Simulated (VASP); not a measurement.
# PtS2 (P-3m1) in VASP: a series of runs

The runs below take PtS2 through single point, with r2SCAN.

Everything below comes from runs of VASP 6.6.1. Logs are shortened: lines on timing, memory, paths and dates and some standing lists are left out, and cuts for length are marked.

## 1. The cell of the first run

Symmetry: P-3m1, No. 164, trigonal system. Conventional cell: a = 3.495 Å, b = 3.495 Å, c = 4.971 Å, α = 90.00°, β = 90.00°, γ = 120.00°. Pt (site symmetry -3m) has 6 S at 2.31 Å within 3.1 Å. Within 3.1 Å of S (site symmetry 3m) lie 3 Pt at 2.31 Å and 3 S at 3.03 Å.

## 2. Single point, r2SCAN

POSCAR reads:

```
PtS2
1.0
    3.4953130487      0.0000000000      0.0000000000
   -1.7476565244      3.0270298944      0.0000000000
    0.0000000000      0.0000000000      4.9706997601
Pt S
1 2
Direct
    0.0000000000      0.0000000000      0.0000000000
    0.6666666667      0.3333333333      0.7730000000
    0.3333333333      0.6666666667      0.2270000000
```

INCAR.step1 reads:

```
SYSTEM = PtS2
PREC = Accurate ; ENCUT = 520
ISMEAR = -1 ; SIGMA = 0.05
LREAL = .False. ; LASPH = .True.
NELM = 60 ; NBANDS = 18
GGA = PE ; ALGO = Normal
EDIFF = 1E-4 ; LWAVE = .True.
LCHARG = .False.
```

INCAR.step2 reads:

```
SYSTEM = PtS2
PREC = Accurate ; ENCUT = 520
EDIFF = 1E-6 ; ISMEAR = -1
SIGMA = 0.05 ; LREAL = .False.
LASPH = .True. ; NELM = 60
ALGO = Normal ; ISIF = 2
LWAVE = .False. ; LCHARG = .True.
METAGGA = R2SCAN ; LMIXTAU = .True.
LELF = .True. ; LVHAR = .True.
NBANDS = 18 ; ISTART = 1
```

KPOINTS reads:

```
regular mesh
0
Gamma
  9 9 5
  0 0 0
```

Potentials or basis: VASP PAW PBE potentials, release 64 (Pt, S).

On the command line:

```bash
$ cat potpaw_PBE.64/Pt/POTCAR potpaw_PBE.64/S/POTCAR > POTCAR
$ cp INCAR.step1 INCAR
$ mpirun -np 1 vasp_std > vasp.out
$ cp INCAR.step2 INCAR
$ mpirun -np 1 vasp_std > vasp.out
```

OUTCAR:

```text
SYSTEM = PtS2
   PREC = Accurate
   ENCUT = 520
   EDIFF = 1E-6
   ISMEAR = -1
   LREAL = .False.
   LASPH = .True.
   NELM = 60
   ISIF = 2
   METAGGA = R2SCAN
   ISTART = 1

 ion  position               nearest neighbor table
   1  0.000  0.000  0.000-   2 2.31   3 2.31   2 2.31   3 2.31   2 2.31   3 2.31
   2  0.667  0.333  0.773-   1 2.31   1 2.31   1 2.31
   3  0.333  0.667  0.227-   1 2.31   1 2.31   1 2.31

  LATTYP: Found a hexagonal cell.
 ALAT       =     3.4953130487
 C/A-ratio  =     1.4221043125

  Lattice vectors:

 A1 = (   3.4953130487,   0.0000000000,   0.0000000000)
 A2 = (  -1.7476565244,   3.0270298944,   0.0000000000)
 A3 = (   0.0000000000,   0.0000000000,   4.9706997601)

Analysis of symmetry for initial positions (statically):
=====================================================================
 Subroutine PRICEL returns:
 Original cell was already a primitive cell.

 Routine SETGRP: Setting up the symmetry group for a
 hexagonal supercell.

 Subroutine GETGRP returns: Found 12 space group operations
 (whereof 12 operations were pure point group operations)
 out of a pool of 24 trial point group operations.

The static configuration has the point symmetry D_3d.

Analysis of symmetry for dynamics (positions and initial velocities):
=====================================================================
 Subroutine PRICEL returns:
 Original cell was already a primitive cell.

 Routine SETGRP: Setting up the symmetry group for a
 hexagonal supercell.

 Subroutine GETGRP returns: Found 12 space group operations
 (whereof 12 operations were pure point group operations)
 out of a pool of 24 trial point group operations.

The dynamic configuration has the point symmetry D_3d.

 Subroutine INISYM returns: Found 12 space group operations
 (whereof 12 operations are pure point group operations),
 and found     1 'primitive' translations

----------------------------------------------------------------------------------------

                                     Primitive cell

  volume of cell :      52.5921

  direct lattice vectors                    reciprocal lattice vectors
     3.495313049  0.000000000  0.000000000     0.286097407  0.165178415  0.000000000
    -1.747656524  3.027029894  0.000000000     0.000000000  0.330356830  0.000000000
     0.000000000  0.000000000  4.970699760     0.000000000  0.000000000  0.201178918

  length of vectors
     3.495313049  3.495313049  4.970699760     0.330356830  0.330356830  0.201178918

  position of ions in fractional coordinates (direct lattice)
     0.000000000  0.000000000  0.000000000
     0.666666667  0.333333333  0.773000000
     0.333333333  0.666666667  0.227000000

  ion indices of the primitive-cell ions
   primitive index   ion index
                 1           1
                 2           2
                 3           3

----------------------------------------------------------------------------------------

 KPOINTS: regular mesh

Automatic generation of k-mesh.
 Grid dimensions read from file:
 generate k-points for:    9    9    5

 Generating k-lattice:

  Cartesian coordinates                     Fractional coordinates (reciprocal lattice)
     0.031788601  0.018353157  0.000000000     0.111111111  0.000000000  0.000000000
     0.000000000  0.036706314  0.000000000     0.000000000  0.111111111  0.000000000
     0.000000000  0.000000000  0.040235784     0.000000000  0.000000000  0.200000000

  Length of vectors
     0.036706314  0.036706314  0.040235784

  Shift w.r.t. Gamma in fractional coordinates (k-lattice)
     0.000000000  0.000000000  0.000000000

 Subroutine IBZKPT returns following result:
 ===========================================

 Found     50 irreducible k-points:

 Following reciprocal coordinates:
            Coordinates               Weight
  0.000000  0.000000  0.000000      1.000000
  0.111111 -0.000000  0.000000      6.000000
  0.222222  0.000000  0.000000      6.000000
  0.333333  0.000000  0.000000      6.000000
  0.444444  0.000000  0.000000      6.000000
  0.111111  0.111111  0.000000      6.000000
[... 16 lines left out ...]
  0.222222  0.111111  0.200000     12.000000
 -0.111111  0.333333  0.200000     12.000000
 [... further k-points ...]
   k-points           NKPTS =     50   k-points in BZ     NKDIM =     50   number of bands    NBANDS=     18
   number of dos      NEDOS =    301   number of ions     NIONS =      3
   total plane-waves  NPLWV =  31360
   dimension x,y,z NGX =    28 NGY =   28 NGZ =   40
   dimension x,y,z NGXF=    56 NGYF=   56 NGZF=   80
   ions per type =               1   2
   NGX,Y,Z   is equivalent  to a cutoff of  13.32, 13.32, 13.38 a.u.
   NGXF,Y,Z  is equivalent  to a cutoff of  26.64, 26.64, 26.76 a.u.
 SYSTEM =  PtS2
   PREC   = accura    normal or accurate (medium, high low for compatibility)
   ISTART =      1    job   : 0-new  1-cont  2-samecut
   ICHARG =      0    charge: 1-file 2-atom 10-const
   ISPIN  =      1    spin polarized calculation?
   LNONCOLLINEAR =      F non collinear calculations
   LSORBIT =      F    spin-orbit coupling
   LASPH  =      T    aspherical Exc in radial PAW
   ENCUT  =  520.0 eV  38.22 Ry    6.18 a.u.   6.50  6.50  9.24*2*pi/ulx,y,z
   NELM   =     60;   NELMIN=  2; NELMDL=  0     # of ELM steps
   EDIFF  = 0.1E-05   stopping-criterion for ELM
   LREAL  =      F    real-space projection
   EDIFFG = 0.1E-04   stopping-criterion for IOM
   NSW    =      0    number of steps for IOM
   IBRION =     -1    ionic relax: 0-MD 1-quasi-New 2-CG
   NFREE  =      0    steps in history (QN), initial steepest desc. (CG)
   ISIF   =      2    stress and relaxation
   ISYM   =      2    0-nonsym 1-usesym 2-fastsym
   POTIM  = 0.5000    time-step for ionic-motion
   TEBEG  =    0.0;   TEEND  =   0.0 temperature during run
   PSTRESS=    0.0 pullay stress
   NELECT =      22.0000    total number of electrons
   NUPDOWN=      -1.0000    fix difference up-down
   EMIN   =  10.00;   EMAX   =-10.00  energy-range for DOS
   EFERMI =   0.00;   METHOD = LEGACY
   ISMEAR =    -1;   SIGMA  =   0.05  broadening in eV -4-tet -1-fermi 0-gaus
   EFERMI_NEDOS =   21; number of points for ismear=-14 and -15
   IALGO  =     38    algorithm
   IMIX   =      4    mixing-type and parameters
     AMIX     =   0.40;   BMIX     =  1.00
     AMIX_MAG =   1.60;   BMIX_MAG =  1.00
  volume/ion in A,a.u.               =      17.53       118.30
  Fermi-wavevector in a.u.,A,eV,Ry     =   1.224359  2.313704 20.395897  1.499056
  Thomas-Fermi vector in A             =   2.359437
   LORBIT       =      0    0 simple, 1 ext, 2 COOP (PROOUT), +10 PAW based schemes
   METAGGA = R2SCAN    functional components
   LHFCALC =     F    Hartree Fock is set to
   AEXX    =    0.0000 exact exchange contribution
   IVDW    =     0    specifies the selected vdW correction
   LEPSILON=     F    determine dielectric tensor
   LRPA    =     F    only Hartree local field effects (RPA)
 non-spin polarized calculation
  energy-cutoff  :      520.00
  volume of cell :       52.59
 maximum number of plane-waves:      1459
 NGX is ok and might be reduce to    28
   NGX = 13   NGY = 13   NGZ = 19

 number of electron      22.0000002 magnetization

 Free energy of the ion-electron system (eV)
  ---------------------------------------------------
  ext. energy  EPLUGINS =         0.00000000
  ---------------------------------------------------
  free energy    TOTEN  =       -68.56096707 eV

  energy without entropy =      -68.56096656  energy(sigma->0) =      -68.56096681

 E-fermi :   7.7186     XC(G=0): -11.4997

 val. band max:        7.1244712687   @ k =   0.0000   0.2222   0.2000
 cond. band min:       8.3681427668   @ k =   0.0000   0.3333   0.2000
 fundamental gap:      1.2436714981
 Fermi energy:         7.7186059916

 k-point     1 :       0.0000    0.0000    0.0000
  band No.  band energies     occupation
      1      -9.5165      2.00000
      2      -5.8758      2.00000
      3      -0.5849      2.00000
      4      -0.5849      2.00000
      5      -0.4356      2.00000
      6       2.6972      2.00000
[... 10 lines left out ...]
     17      15.4962      0.00000
     18      20.0962      0.00000

 k-point     2 :       0.1111   -0.0000    0.0000
  band No.  band energies     occupation
      1      -9.3330      2.00000
      2      -6.0082      2.00000
      3      -0.4588      2.00000
      4      -0.4265      2.00000
      5      -0.2536      2.00000
      6       2.4521      2.00000
[... 10 lines left out ...]
     17      16.0749      0.00000
     18      18.7864      0.00000

 k-point     3 :       0.2222    0.0000    0.0000
  band No.  band energies     occupation
      1      -8.8179      2.00000
      2      -6.3182      2.00000
      3      -0.1348      2.00000
      4      -0.1135      2.00000
      5       0.3099      2.00000
      6       1.6948      2.00000
[... 10 lines left out ...]
     17      17.0561      0.00000
     18      17.0748      0.00000

 k-point     4 :       0.3333    0.0000    0.0000
  band No.  band energies     occupation
      1      -8.0986      2.00000
      2      -6.6475      2.00000
      3      -0.2567      2.00000
      4       0.2029      2.00000
      5       1.0944      2.00000
      6       1.2003      2.00000
[... 375 lines left out ...]
      4      -0.2371      2.00000
      5       0.6060      2.00000
      6       2.0783      2.00000
[... 10 lines left out ...]
     17      17.0213      0.00000
     18      17.2725      0.00000

 k-point    23 :       0.2222    0.1111    0.2000
  band No.  band energies     occupation
      1      -8.2611      2.00000
      2      -6.6812      2.00000
      3      -0.0960      2.00000
      4       0.0722      2.00000
      5       0.7791      2.00000
      6       1.6589      2.00000
[... 10 lines left out ...]
     17      17.0527      0.00000
     18      17.4319      0.00000

 k-point    24 :      -0.1111    0.3333    0.2000
  band No.  band energies     occupation
      1      -8.2905      2.00000
      2      -6.6167      2.00000
      3      -0.2897      2.00000
      4       0.0169      2.00000
      5       0.9809      2.00000
      6       1.3668      2.00000
[... 10 lines left out ...]
     17      16.2821      0.00000
     18      18.2983      0.00000

 [... further k-points ...]

------------------------ aborting loop because EDIFF is reached ----------------------------------------

  FORCE on cell =-STRESS in cart. coord.  units (eV):
  Direction    XX          YY          ZZ          XY          YZ          ZX
  --------------------------------------------------------------------------------------
  -------------------------------------------------------------------------------------
  Total        6.0071490      6.0071490      4.9172906     -0.0000000      0.0000000      0.0000000
  in kB      183.0031914    183.0031914    149.8014907     -0.0000000      0.0000000      0.0000000
  external PRESSURE =     171.9359578 kB  Pullay stress =       0.0000000 kB

 VOLUME and BASIS-vectors are now :
 -----------------------------------------------------------------------------
  energy-cutoff  :      520.00
  volume of cell :       52.59
      direct lattice vectors                 reciprocal lattice vectors
     3.495313049  0.000000000  0.000000000     0.286097407  0.165178415  0.000000000
    -1.747656524  3.027029894  0.000000000     0.000000000  0.330356830  0.000000000
     0.000000000  0.000000000  4.970699760     0.000000000  0.000000000  0.201178918

 POSITION                                       TOTAL-FORCE (eV/Angst)
 -----------------------------------------------------------------------------------
      0.00000      0.00000      0.00000         0.000000      0.000000      0.000000
      1.74766      1.00901      3.84235        -0.000000     -0.000000     -1.892069
     -0.00000      2.01802      1.12835         0.000000      0.000000      1.892069
 -----------------------------------------------------------------------------------
    total drift:                                0.000000     -0.000000      0.000000

  FREE ENERGIE OF THE ION-ELECTRON SYSTEM (eV)
  ---------------------------------------------------
  free  energy   TOTEN  =       -68.5609670652 eV

  energy  without entropy=      -68.5609665604  energy(sigma->0) =      -68.56096681
```

Run time: 4.2 min. Hardware: 1 thread of Intel Xeon Platinum 8488C (Sapphire Rapids), shared host; peak memory 0.21 GiB.

Results:

```
Free energy            : -68.5610 eV
Pressure               : 17.2 GPa
Largest force          : 1.892 eV/Å
Band gap on the k mesh : 1.24 eV (least direct gap 1.30 eV)
```

Forces on the atoms (eV/Å):
```
Pt   0.000  0.000  0.000
S    0.000  0.000 -1.892
S    0.000  0.000  1.892
```

Caveat: the cell stands under pressure; the PAW data sets were made with another functional, which shifts forces and pressure a little; spin-orbit coupling is left out, which moves the levels of the heavy elements; an odd mesh through Γ misses points on the zone boundary, where band edges can lie.

[end of part 1 of 2]
